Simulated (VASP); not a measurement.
Write the native input for VASP 6.6.1 that does the following.

| Property | Result |
| --- | --- |
| Task | single point |
| Functional | PBE |
| Dispersion | D3(BJ) |
| Potentials or basis | VASP PAW PBE potentials, release 64 (Al) |
| Cutoff | 520 eV |
| k mesh | 26 × 26 × 26 |
| Occupations | gaussian, width 0.15 eV |
| Spin | no spin polarisation |
| Dipole correction | no |
| Further INCAR settings | ALGO = Fast; EDIFF = 1e-07; NBANDS = 8 |

The structure of Al lies in POSCAR:

```
Al
1.0
    0.0149352212      1.9913628292      1.9913628292
    1.9913628292      0.0149352212      1.9913628292
    2.0062980504      2.0062980504      0.0000000000
Al
1
Direct
    0.0000000000      0.0000000000      0.0000000000
```

This cell differs from its parent crystal: strain +0.0150 x Voigt [0, 0, 0, 0, 0, 1].

The input as run:

INCAR

```
SYSTEM = Al
ALGO = Fast
EDIFF = 1E-7
ENCUT = 520
GGA = PE
ISIF = 2
ISMEAR = 0
IVDW = 12
LASPH = .True.
LCHARG = .False.
LREAL = .False.
LWAVE = .False.
NBANDS = 8
NELM = 80
PREC = Accurate
SIGMA = 0.15
```

KPOINTS

```
k-points
0
Gamma
  26 26 26
  0 0 0
```

Potentials or basis: VASP PAW PBE potentials, release 64 (Al).

Command:

```console
$ cat potpaw_PBE.64/Al/POTCAR > POTCAR
$ mpirun -np 1 vasp_std > vasp.out
```

It gave:

The pressure is 0.0 GPa and the dispersion energy per atom is -0.352 eV.

Caveat: the cell differs from its parent crystal (strain +0.0150 x Voigt [0, 0, 0, 0, 0, 1]); pairwise dispersion overbinds metals, which lowers pressure and volume.

Wall time 4.2 min on 1 thread of Intel(R) Xeon(R) Platinum 8259CL CPU @ 2.50GHz (Skylake/Cascade Lake), on a shared host, peak memory 0.39 GiB.
